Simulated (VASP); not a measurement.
# CuO (P-1) in VASP: further runs, part 2 of 3

VASP 6.6.1. The steps go on from the part before.

## Step 3: Single point, PBEsol

This run uses another cell than the first one, of 8.79 Å³/atom, 1.061 times its volume.

INCAR

```
ALGO     = Normal         # electronic algorithm
EDIFF    = 1E-6           # SCF threshold, eV
ENCUT    = 520            # plane-wave cutoff, eV
GGA      = PS             # functional
ISIF     = 2              # what is computed and relaxed
ISMEAR   = -1             # smearing method
LASPH    = True           # aspherical terms in the spheres
LCHARG   = False          # write CHGCAR
LREAL    = False          # projectors in reciprocal space
LWAVE    = False          # write WAVECAR
NBANDS   = 44             # bands
NELM     = 80             # most SCF steps
PREC     = Accurate       # precision mode
SIGMA    = 0.05           # smearing width, eV
```

KPOINTS

```
k-points
0
Gamma
  9 5 5
```

POSCAR

```
CuO
1.0
   -2.3335062573      1.5586078980      0.0858165321
    1.0341342944      0.0024473850     -4.8755673414
   -2.3310067902     -4.6724032667      0.0895488269
Cu O
4 4
Direct
    0.2499740223     -0.0000052504      0.2500028969
    0.7500279753      0.0000059439      0.7500008006
    1.0000061105      0.4999978377      0.5000007336
    0.4999943268      0.5000024991      0.9999965742
    0.6881160533      0.7501718914      0.3124793552
    0.1881544631      0.7501919754      0.8124713102
    0.8118345909      0.2498195377      0.1875295231
    0.3118924879      0.2498155453      0.6875188363
```

Potentials or basis: VASP PAW PBE potentials, release 64 (Cu, O).

Started as:

```sh
> cat potpaw_PBE.64/Cu/POTCAR potpaw_PBE.64/O/POTCAR > POTCAR
> mpirun -np 1 vasp_std > vasp.out
```

OUTCAR:

```text
EDIFF = 1E-6
   ENCUT = 520
   GGA = PS
   ISIF = 2
   ISMEAR = -1
   LASPH = True
   LREAL = False
   NELM = 80
   PREC = Accurate

 ion  position               nearest neighbor table
   1  0.250  1.000  0.250-   5 1.89   7 1.89   7 1.94   5 1.94
   2  0.750  0.000  0.750-   8 1.89   6 1.89   6 1.94   8 1.94
   3  0.000  0.500  0.500-   7 1.89   6 1.89   5 1.94   8 1.94
   4  0.500  0.500  1.000-   5 1.89   8 1.89   7 1.94   6 1.94
   5  0.688  0.750  0.312-   4 1.89   1 1.89   3 1.94   1 1.94
   6  0.188  0.750  0.812-   3 1.89   2 1.89   4 1.94   2 1.94
   7  0.812  0.250  0.188-   3 1.89   1 1.89   4 1.94   1 1.94
   8  0.312  0.250  0.688-   4 1.89   2 1.89   3 1.94   2 1.94

  LATTYP: Found a triclinic cell.
 ALAT       =     2.8074676329
 B/A-ratio  =     2.9303027624
 C/A-ratio  =     1.8601647535
 COS(alpha) =     0.0189016945
 COS(beta)  =     0.1251802526
 COS(gamma) =     0.8049564138

  Lattice vectors:

 A1 = (  -2.3335062573,   1.5586078980,   0.0858165321)
 A2 = (  -5.7011468090,   3.1147684110,   5.0472004056)
 A3 = (   2.3310067902,   4.6724032667,  -0.0895488269)

Analysis of symmetry for initial positions (statically):
=====================================================================
 Subroutine PRICEL returns:
 Original cell was already a primitive cell.

 Routine SETGRP: Setting up the symmetry group for a
 triclinic supercell.

 Subroutine GETGRP returns: Found  1 space group operations
 (whereof  1 operations were pure point group operations)
 out of a pool of  2 trial point group operations.

The static configuration has the point symmetry C_1 .

Analysis of symmetry for dynamics (positions and initial velocities):
=====================================================================
 Subroutine PRICEL returns:
 Original cell was already a primitive cell.

 Routine SETGRP: Setting up the symmetry group for a
 triclinic supercell.

 Subroutine GETGRP returns: Found  1 space group operations
 (whereof  1 operations were pure point group operations)
 out of a pool of  2 trial point group operations.

The dynamic configuration has the point symmetry C_1 .

 Subroutine INISYM returns: Found  1 space group operations
 (whereof  1 operations are pure point group operations),
 and found     1 'primitive' translations

----------------------------------------------------------------------------------------

                                     Primitive cell

  volume of cell :      70.3132

  direct lattice vectors                    reciprocal lattice vectors
    -2.333506257  1.558607898  0.085816532    -0.323984437  0.160316521 -0.068638384
     1.034134294  0.002447385 -4.875567341    -0.007687612 -0.000126915 -0.206734983
    -2.331006790 -4.672403267  0.089548827    -0.108077897 -0.160544729 -0.023004497

  length of vectors
     2.807467633  4.984034172  5.222352337     0.367938215  0.206877908  0.194896507

  position of ions in fractional coordinates (direct lattice)
     0.249974022  0.999994750  0.250002897
     0.750027975  0.000005944  0.750000801
     0.000006111  0.499997838  0.500000734
[... 37 lines left out ...]

 Subroutine IBZKPT returns following result:
 ===========================================

 Found    113 irreducible k-points:

 Following reciprocal coordinates:
            Coordinates               Weight
  0.000000  0.000000  0.000000      1.000000
  0.111111  0.000000  0.000000      2.000000
  0.222222  0.000000 -0.000000      2.000000
  0.333333  0.000000  0.000000      2.000000
  0.444444  0.000000 -0.000000      2.000000
  0.000000  0.200000  0.000000      2.000000
[... 16 lines left out ...]
 -0.111111  0.400000  0.000000      2.000000
  0.000000  0.000000  0.200000      2.000000
 [... further k-points ...]
   k-points           NKPTS =    113   k-points in BZ     NKDIM =    113   number of bands    NBANDS=     44
   number of dos      NEDOS =    301   number of ions     NIONS =      8
   total plane-waves  NPLWV =  38400
   dimension x,y,z NGX =    24 NGY =   40 NGZ =   40
   dimension x,y,z NGXF=    48 NGYF=   80 NGZF=   80
   ions per type =               4   4
   NGX,Y,Z   is equivalent  to a cutoff of  14.21, 13.34, 12.73 a.u.
   NGXF,Y,Z  is equivalent  to a cutoff of  28.42, 26.68, 25.47 a.u.
 SYSTEM =  unknown system
   PREC   = accura    normal or accurate (medium, high low for compatibility)
   ISTART =      0    job   : 0-new  1-cont  2-samecut
   ICHARG =      2    charge: 1-file 2-atom 10-const
   ISPIN  =      1    spin polarized calculation?
   LNONCOLLINEAR =      F non collinear calculations
   LSORBIT =      F    spin-orbit coupling
   LASPH  =      T    aspherical Exc in radial PAW
   ENCUT  =  520.0 eV  38.22 Ry    6.18 a.u.   5.22  9.27  9.71*2*pi/ulx,y,z
   NELM   =     80;   NELMIN=  2; NELMDL= -5     # of ELM steps
   EDIFF  = 0.1E-05   stopping-criterion for ELM
   LREAL  =      F    real-space projection
   EDIFFG = 0.1E-04   stopping-criterion for IOM
   NSW    =      0    number of steps for IOM
   IBRION =     -1    ionic relax: 0-MD 1-quasi-New 2-CG
   NFREE  =      0    steps in history (QN), initial steepest desc. (CG)
   ISIF   =      2    stress and relaxation
   ISYM   =      2    0-nonsym 1-usesym 2-fastsym
   POTIM  = 0.5000    time-step for ionic-motion
   TEBEG  =    0.0;   TEEND  =   0.0 temperature during run
   PSTRESS=    0.0 pullay stress
   NELECT =      68.0000    total number of electrons
   NUPDOWN=      -1.0000    fix difference up-down
   EMIN   =  10.00;   EMAX   =-10.00  energy-range for DOS
   EFERMI =   0.00;   METHOD = LEGACY
   ISMEAR =    -1;   SIGMA  =   0.05  broadening in eV -4-tet -1-fermi 0-gaus
   EFERMI_NEDOS =   21; number of points for ismear=-14 and -15
   IALGO  =     38    algorithm
   IMIX   =      4    mixing-type and parameters
     AMIX     =   0.40;   BMIX     =  1.00
     AMIX_MAG =   1.60;   BMIX_MAG =  1.00
  volume/ion in A,a.u.               =       8.79        59.31
  Fermi-wavevector in a.u.,A,eV,Ry     =   1.618945  3.059362 35.660636  2.620983
  Thomas-Fermi vector in A             =   2.713126
   LORBIT       =      0    0 simple, 1 ext, 2 COOP (PROOUT), +10 PAW based schemes
   GGA     = PS    functional components
   LHFCALC =     F    Hartree Fock is set to
   AEXX    =    0.0000 exact exchange contribution
   IVDW    =     0    specifies the selected vdW correction
   LEPSILON=     F    determine dielectric tensor
   LRPA    =     F    only Hartree local field effects (RPA)
 non-spin polarized calculation
  energy-cutoff  :      520.00
  volume of cell :       70.31
 maximum number of plane-waves:      1912
 NGX is ok and might be reduce to    24
   NGX = 11   NGY = 19   NGZ = 19

 number of electron      67.9999942 magnetization

 Free energy of the ion-electron system (eV)
  ---------------------------------------------------
  ext. energy  EPLUGINS =         0.00000000
  ---------------------------------------------------
  free energy    TOTEN  =       -42.05837816 eV

  energy without entropy =      -42.02667478  energy(sigma->0) =      -42.04252647

 E-fermi :   7.4123     XC(G=0): -13.0753

 val. band max:        7.4018756102   @ k =  -0.4444   0.4000   0.0000
 cond. band min:       7.4125134178   @ k =   0.1111   0.2000  -0.0000
 fundamental gap:      0.0106378076
 Fermi energy:         7.4123496900

 k-point     1 :       0.0000    0.0000    0.0000
  band No.  band energies     occupation
      1     -13.4498      2.00000
      2     -12.2525      2.00000
      3     -11.7944      2.00000
      4     -11.5075      2.00000
      5      -1.7237      2.00000
      6      -0.8538      2.00000
[... 1117 lines left out ...]
     43      17.8935      0.00000
     44      19.6247      0.00000

 [... further k-points ...]
[... 5 lines left out ...]
  --------------------------------------------------------------------------------------
  -------------------------------------------------------------------------------------
  Total        9.2565957      8.9988131      9.2788794      0.0000292      0.0016250     -0.0006735
  in kB      210.9233814    205.0494755    211.4311442      0.0006645      0.0370267     -0.0153468
  external PRESSURE =     209.1346670 kB  Pullay stress =       0.0000000 kB

 VOLUME and BASIS-vectors are now :
 -----------------------------------------------------------------------------
  energy-cutoff  :      520.00
  volume of cell :       70.31
      direct lattice vectors                 reciprocal lattice vectors
    -2.333506257  1.558607898  0.085816532    -0.323984437  0.160316521 -0.068638384
     1.034134294  0.002447385 -4.875567341    -0.007687612 -0.000126915 -0.206734983
    -2.331006790 -4.672403267  0.089548827    -0.108077897 -0.160544729 -0.023004497

 POSITION                                       TOTAL-FORCE (eV/Angst)
 -----------------------------------------------------------------------------------
     -0.13195     -0.77606     -4.83170        -0.000030      0.000075     -0.000111
     -3.49845     -2.33531      0.13150         0.000108     -0.000079      0.000132
     -0.64845     -2.33497     -2.39300        -0.000088     -0.000094     -0.000195
     -2.98067     -3.89187     -2.30534        -0.000031     -0.000002      0.000181
     -1.55834     -0.38569     -3.57048         0.000622     -0.070103     -0.002088
     -1.55714     -3.50110     -3.56871         0.000019     -0.070177     -0.001461
     -2.07321      0.38973     -1.13155        -0.000347      0.070277      0.002222
     -2.07207     -2.72564     -1.12966        -0.000254      0.070103      0.001321
 -----------------------------------------------------------------------------------
    total drift:                                0.000021     -0.000009     -0.000017

  FREE ENERGIE OF THE ION-ELECTRON SYSTEM (eV)
  ---------------------------------------------------
  free  energy   TOTEN  =       -42.0583781627 eV

  energy  without entropy=      -42.0266747775  energy(sigma->0) =      -42.04252647
```

Run time: 2.9 min. Hardware: 1 thread of Intel Xeon 6975P-C (Granite Rapids), shared host; peak memory 0.37 GiB.

Results:

```
Free energy            : -42.0584 eV
Pressure               : 20.9 GPa
Largest force          : 0.070 eV/Å
Band gap on the k mesh : zero (band 34 reaches 7.69 eV, above the bottom of band 35 at 7.21 eV)
```

Forces on the atoms (eV/Å):
```
Cu   0.000  0.000  0.000
Cu   0.000  0.000  0.000
Cu   0.000  0.000  0.000
Cu   0.000  0.000  0.000
O    0.001 -0.070 -0.002
O    0.000 -0.070 -0.001
O    0.000  0.070  0.002
O    0.000  0.070  0.001
```

Levels at points of the mesh, in eV from the Fermi level:
```csv
k point,band 31,band 32,band 33,band 34,band 35,band 36,band 37,band 38
"(0.00, 0.00, 0.00)",-1.47,-1.29,-0.22,-0.02,0.15,0.99,2.23,5.92
```

Caveat: the PAW data sets were made with another functional, which shifts forces and pressure a little; semilocal functionals often make such compounds metallic where correlation or magnetic order opens a gap, which also shifts bond lengths. With open d or f shells a metallic result of PBEsol can be an artefact of self-interaction; +U or a hybrid may open a gap.

## Step 4: Single point, PBEsol

This run uses another cell than the first one, of 9.59 Å³/atom, 1.157 times its volume.

INCAR

```
PREC     = Accurate       # precision mode
ENCUT    = 520            # plane-wave cutoff, eV
EDIFF    = 1E-6           # SCF threshold, eV
ISMEAR   = -1             # smearing method
SIGMA    = 0.05           # smearing width, eV
LREAL    = False          # projectors in reciprocal space
LASPH    = True           # aspherical terms in the spheres
NELM     = 80             # most SCF steps
ALGO     = Normal         # electronic algorithm
ISIF     = 2              # what is computed and relaxed
LWAVE    = False          # write WAVECAR
LCHARG   = False          # write CHGCAR
GGA      = PS             # functional
NBANDS   = 44             # bands
```

KPOINTS

```
Automatic mesh
0
Gamma
  9 5 5
```

POSCAR

```
CuO
1.0
   -2.2460583021      1.7252272321      0.0267068728
    0.8726126327     -0.0004493281     -4.9558577529
   -2.2475582958     -5.1777343814      0.0258466726
Cu O
4 4
Direct
    0.2499877452     -0.0000033095      0.2500005889
    0.7500097916      0.0000012720      0.7500003093
    1.0000913988      0.5000047881      0.5000060574
    0.4999103344      0.4999974913      0.9999932665
    0.7121255788      0.7499181581      0.2876740962
    0.2121531896      0.7499446520      0.7876717858
    0.7878578889      0.2500806447      0.2123255555
    0.2878641027      0.2500562834      0.7123283704
```

Started as:

```sh
> cat potpaw_PBE.64/Cu/POTCAR potpaw_PBE.64/O/POTCAR > POTCAR
> mpirun -np 1 vasp_std > vasp.out
```

Run time: 3.1 min. Hardware: 1 thread of Intel Xeon 6975P-C (Granite Rapids), shared host; peak memory 0.39 GiB.

It converged, with:

```yaml
Free_energy: -42.6174 eV
Pressure: 10.9 GPa
Largest_force: 0.054 eV/Å
Band_gap_on_the_k_mesh: zero (band 34 reaches 6.64 eV, above the bottom of band 35 at 6.08 eV)
```

Forces in eV/Å, atoms in the order of the input:
```
Cu   0.000  0.000  0.000
Cu   0.000  0.000  0.000
Cu   0.001  0.000  0.000
Cu  -0.001  0.000  0.000
O    0.000 -0.054  0.000
O    0.000 -0.053  0.000
O    0.000  0.053  0.000
O    0.000  0.054 -0.001
```

Stress tensor (GPa, compression positive):
```
10.93  0.00 -0.03
 0.00 10.49  0.00
-0.03  0.00 11.15
```

Levels at points of the mesh, in eV from the Fermi level:
```tsv
k point	band 31	band 32	band 33	band 34	band 35	band 36	band 37	band 38
(0.00, 0.00, 0.00)	-1.67	-1.59	0.02	0.26	0.26	0.95	1.89	4.61
```

Caveat: the PAW data sets were made with another functional, which shifts forces and pressure a little; semilocal functionals often make such compounds metallic where correlation or magnetic order opens a gap, which also shifts bond lengths. With open d or f shells a metallic result of PBEsol can be an artefact of self-interaction; +U or a hybrid may open a gap.

(Continued in part 3 of 3.)
